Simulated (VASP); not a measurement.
# SnO (P4/nmm) in VASP: a series of runs, part 3 of 3

VASP 6.6.1. The steps go on from the part before.

### Step 4. Electric field gradients, PBEsol (equal xx and yy strain of +1 %)

INCAR

```
ALGO = Normal
EDIFF = 1E-8
ENCUT = 1000
GGA = PS
GGA_COMPAT = F
ISIF = 2
ISMEAR = -1
LASPH = T
LCHARG = F
LEFG = T
LREAL = F
LWAVE = F
NBANDS = 28
NELM = 120
PREC = Accurate
SIGMA = 0.01
```

KPOINTS

```
k-points
0
Gamma
  8 8 6
```

POSCAR

```
SnO
1.0
    3.8400200000      0.0000000000      0.0000000000
    0.0000000000      3.8400200000      0.0000000000
    0.0000000000      0.0000000000      4.8360000000
Sn O
2 2
Direct
    0.0000000000      0.5000000000      0.2385000000
    0.5000000000      0.0000000000      0.7615000000
    0.0000000000      0.0000000000      0.0000000000
    0.5000000000      0.5000000000      0.0000000000
```

Potentials or basis: VASP PAW PBE potentials, release 64 (Sn_d, O_h).

On the command line:

```console
$ cat potpaw_PBE.64/Sn_d/POTCAR potpaw_PBE.64/O_h/POTCAR > POTCAR
$ mpirun -np 1 vasp_std > vasp.out
```

OUTCAR:

```text
EDIFF = 1E-8
   ENCUT = 1000
   GGA = PS
   ISIF = 2
   ISMEAR = -1
   LASPH = T
   LREAL = F
   NELM = 120
   PREC = Accurate

 ion  position               nearest neighbor table
   1  0.000  0.500  0.239-   3 2.24   4 2.24   3 2.24   4 2.24   2 3.56   2 3.56   2 3.56   2 3.56
                             2 3.71   2 3.71   2 3.71   2 3.71
   2  0.500  0.000  0.761-   3 2.24   4 2.24   4 2.24   3 2.24   1 3.56   1 3.56   1 3.56   1 3.56
                             1 3.71   1 3.71   1 3.71   1 3.71
   3  0.000  0.000  0.000-   1 2.24   2 2.24   1 2.24   2 2.24
   4  0.500  0.500  0.000-   1 2.24   2 2.24   2 2.24   1 2.24

  LATTYP: Found a simple tetragonal cell.
 ALAT       =     3.8400200000
 C/A-ratio  =     1.2593684408

  Lattice vectors:

 A1 = (   3.8400200000,   0.0000000000,   0.0000000000)
 A2 = (   0.0000000000,   3.8400200000,   0.0000000000)
 A3 = (   0.0000000000,   0.0000000000,   4.8360000000)

Analysis of symmetry for initial positions (statically):
=====================================================================
 Subroutine PRICEL returns:
 Original cell was already a primitive cell.

 Routine SETGRP: Setting up the symmetry group for a
 simple tetragonal supercell.

 Subroutine GETGRP returns: Found 16 space group operations
 (whereof  8 operations were pure point group operations)
 out of a pool of 16 trial point group operations.

The static configuration has the point symmetry D_2d.
 The point group associated with its full space group is D_4h.

Analysis of symmetry for dynamics (positions and initial velocities):
=====================================================================
 Subroutine PRICEL returns:
 Original cell was already a primitive cell.

 Routine SETGRP: Setting up the symmetry group for a
 simple tetragonal supercell.

 Subroutine GETGRP returns: Found 16 space group operations
 (whereof  8 operations were pure point group operations)
 out of a pool of 16 trial point group operations.

The dynamic configuration has the point symmetry D_2d.
 The point group associated with its full space group is D_4h.

 Subroutine INISYM returns: Found 16 space group operations
 (whereof  8 operations are pure point group operations),
 and found     1 'primitive' translations

----------------------------------------------------------------------------------------

                                     Primitive cell

  volume of cell :      71.3105

  direct lattice vectors                    reciprocal lattice vectors
     3.840020000  0.000000000  0.000000000     0.260415310  0.000000000  0.000000000
     0.000000000  3.840020000  0.000000000     0.000000000  0.260415310  0.000000000
     0.000000000  0.000000000  4.836000000     0.000000000  0.000000000  0.206782465

  length of vectors
     3.840020000  3.840020000  4.836000000     0.260415310  0.260415310  0.206782465

  position of ions in fractional coordinates (direct lattice)
     0.000000000  0.500000000  0.238500000
     0.500000000  0.000000000  0.761500000
     0.000000000  0.000000000  0.000000000
     0.500000000  0.500000000  0.000000000

  ion indices of the primitive-cell ions
   primitive index   ion index
                 1           1
                 2           2
[... 87 lines left out ...]
   EMIN   =  10.00;   EMAX   =-10.00  energy-range for DOS
   EFERMI =   0.00;   METHOD = LEGACY
   ISMEAR =    -1;   SIGMA  =   0.01  broadening in eV -4-tet -1-fermi 0-gaus
   EFERMI_NEDOS =   21; number of points for ismear=-14 and -15
   IALGO  =     38    algorithm
   IMIX   =      4    mixing-type and parameters
     AMIX     =   0.40;   BMIX     =  1.00
     AMIX_MAG =   1.60;   BMIX_MAG =  1.00
  volume/ion in A,a.u.               =      17.83       120.31
  Fermi-wavevector in a.u.,A,eV,Ry     =   1.350135  2.551384 24.801563  1.822863
  Thomas-Fermi vector in A             =   2.477664
   LORBIT       =      0    0 simple, 1 ext, 2 COOP (PROOUT), +10 PAW based schemes
   GGA     = PS    functional components
   LHFCALC =     F    Hartree Fock is set to
   AEXX    =    0.0000 exact exchange contribution
   IVDW    =     0    specifies the selected vdW correction
   LEPSILON=     F    determine dielectric tensor
   LRPA    =     F    only Hartree local field effects (RPA)
 non-spin polarized calculation
  energy-cutoff  :     1000.00
  volume of cell :       71.31
 maximum number of plane-waves:      5156
 NGX is ok and might be reduce to    40
   NGX = 19   NGY = 19   NGZ = 25

 number of electron      39.9999994 magnetization

 Free energy of the ion-electron system (eV)
  ---------------------------------------------------
  ext. energy  EPLUGINS =         0.00000000
  ---------------------------------------------------
  free energy    TOTEN  =       -24.22003039 eV

  energy without entropy =      -24.22002557  energy(sigma->0) =      -24.22002798

 E-fermi :   6.9844     XC(G=0): -10.4021

 val. band max:        6.9177851497   @ k =   0.1250   0.0000   0.0000
 cond. band min:       7.0419893788   @ k =   0.5000   0.5000   0.0000
 fundamental gap:      0.1242042291
 Fermi energy:         6.9844416319

 k-point     1 :       0.0000    0.0000    0.0000
  band No.  band energies     occupation
      1     -14.8486      2.00000
      2     -14.4421      2.00000
      3     -14.4421      2.00000
      4     -14.4348      2.00000
      5     -14.3978      2.00000
      6     -14.3920      2.00000
[... 733 lines left out ...]
     27      15.4475      0.00000
     28      15.4475      0.00000

 [... further k-points ...]
[... 5 lines left out ...]
  --------------------------------------------------------------------------------------
  -------------------------------------------------------------------------------------
  Total       -0.8529427     -0.8529427     -0.5265580      0.0000000      0.0000000      0.0000000
  in kB      -19.1636034    -19.1636034    -11.8305116      0.0000000      0.0000000      0.0000000
  external PRESSURE =     -16.7192395 kB  Pullay stress =       0.0000000 kB

 VOLUME and BASIS-vectors are now :
 -----------------------------------------------------------------------------
  energy-cutoff  :     1000.00
  volume of cell :       71.31
      direct lattice vectors                 reciprocal lattice vectors
     3.840020000  0.000000000  0.000000000     0.260415310  0.000000000  0.000000000
     0.000000000  3.840020000  0.000000000     0.000000000  0.260415310  0.000000000
     0.000000000  0.000000000  4.836000000     0.000000000  0.000000000  0.206782465

 POSITION                                       TOTAL-FORCE (eV/Angst)
 -----------------------------------------------------------------------------------
      0.00000      1.92001      1.15339        -0.000000      0.000000     -0.093444
      1.92001      0.00000      3.68261         0.000000      0.000000      0.093444
      0.00000      0.00000      0.00000        -0.000000      0.000000     -0.000000
      1.92001      1.92001      0.00000         0.000000     -0.000000     -0.000000
 -----------------------------------------------------------------------------------
    total drift:                               -0.000000      0.000000      0.000000

  FREE ENERGIE OF THE ION-ELECTRON SYSTEM (eV)
  ---------------------------------------------------
  free  energy   TOTEN  =       -24.2200303874 eV

  energy  without entropy=      -24.2200255704  energy(sigma->0) =      -24.22002798

 Electric field gradients (V/A^2)
---------------------------------------------------------------------
 ion       V_xx      V_yy      V_zz      V_xy      V_xz      V_yz
---------------------------------------------------------------------
   1      78.049    78.049  -156.097     0.000    -0.000    -0.000
   2      78.049    78.049  -156.097     0.000     0.000    -0.000
   3       0.414     0.414    -0.827    -0.000    -0.000     0.000
   4       0.414     0.414    -0.827    -0.000    -0.000    -0.000
---------------------------------------------------------------------

 Electric field gradients after diagonalization (V/A^2)
 (convention: |V_zz| > |V_xx| > |V_yy|)
----------------------------------------------------------------------
 ion       V_xx      V_yy      V_zz     asymmetry (V_yy - V_xx)/ V_zz
----------------------------------------------------------------------
   1      78.049    78.049  -156.097       0.000
   2      78.049    78.049  -156.097       0.000
   3       0.414     0.414    -0.827       0.000
   4       0.414     0.414    -0.827       0.000
----------------------------------------------------------------------

           NMR quadrupolar parameters

 Cq : quadrupolar parameter    Cq=e*Q*V_zz/h
 eta: asymmetry parameters     (V_yy - V_xx)/ V_zz
 Q  : nuclear electric quadrupole moment in mb (millibarn)
----------------------------------------------------------------------
 ion       Cq(MHz)       eta       Q (mb)
----------------------------------------------------------------------
   1      -0.377       0.000       1.000
   2      -0.377       0.000       1.000
   3      -0.002       0.000       1.000
   4      -0.002       0.000       1.000
----------------------------------------------------------------------
```

stdout:

```text
POSCAR found type information on POSCAR SnO
 POSCAR found :  2 types and       4 ions
 scaLAPACK will be used
 -----------------------------------------------------------------------------
|                                                                             |
|                                                                             |
|     You enforced a specific xc type in the INCAR file but a different       |
|     I HOPE YOU KNOW WHAT YOU ARE DOING!                                     |
|                                                                             |
 -----------------------------------------------------------------------------

 LDA part: xc-table for (Slater+PW92), standard interpolation
 POSCAR, INCAR and KPOINTS ok, starting setup
 FFT: planning ... GRIDC
 FFT: planning ... GRID_SOFT
 FFT: planning ... GRID
 WAVECAR not read
 entering main loop
ion   1

ion   2

ion   3

ion   4
```

Run time: 3.7 min. Hardware: 1 thread of AMD EPYC 9R45 (Zen 5), shared host; peak memory 0.4 GiB.

What came out:

```yaml
Free_energy: -24.2200 eV
Pressure: -1.7 GPa
Largest_force: 0.093 eV/Å
Band_gap_on_the_k_mesh: 0.12 eV (least direct gap 1.91 eV)
Largest_electric_field_gradient_by_atom: Sn -156.1; O -0.8 V/Å²
```

Forces in eV/Å, atoms in the order of the input:
```
Sn   0.000  0.000 -0.093
Sn   0.000  0.000  0.093
O    0.000  0.000  0.000
O    0.000  0.000  0.000
```

Electric field gradients, principal values (V/Å²):
| atom | least | middle | greatest (by size) |
| --- | --- | --- | --- |
| 1 Sn | 78.049 | 78.049 | -156.097 |
| 2 Sn | 78.049 | 78.049 | -156.097 |
| 3 O | 0.414 | 0.414 | -0.827 |
| 4 O | 0.414 | 0.414 | -0.827 |

Caveat: the cell differs from its parent crystal (equal xx and yy strain of +1 %); semilocal functionals underestimate gaps, and a narrow one can read as zero; without QUAD_EFG the Cq values of the log hold for a quadrupole moment of 1 mb, not for the nuclei; the PAW data sets were made with another functional, which shifts forces and pressure a little; spin-orbit coupling is left out, which moves the levels of the heavy elements. A k mesh can miss the band edges.

### Step 5. The runs side by side

```csv
cell,gap on the mesh (eV),pressure (GPa),largest force (eV/Å)
"a = 3.726, b = 3.726, c = 4.836 Å, 4 atoms",none,4.9,0.66
"a = 3.827, b = 3.827, c = 4.868 Å, 4 atoms",0.08,-1.5,0.14
"a = 3.840, b = 3.840, c = 4.836 Å, 4 atoms",0.12,-1.7,0.09
```

Alike in all rows: task electric field gradients; level PBEsol; potentials or basis VASP PAW PBE potentials, release 64 (Sn_d, O_h); no spin polarisation; k mesh 8 × 8 × 6; cutoff (eV) 1000; smearing fermi-dirac 0.01 eV.

Caveats: semilocal functionals underestimate gaps, and a narrow one can read as zero; the PAW data sets were made with another functional, which shifts forces and pressure a little; spin-orbit coupling is left out, which moves the levels of the heavy elements; the cell stands under pressure (at least some runs).

Total energies depend on the potentials used, so only differences within one code and one set of settings carry meaning.

The gap in the log of VASP goes by the Fermi energy; the results here count the filled bands.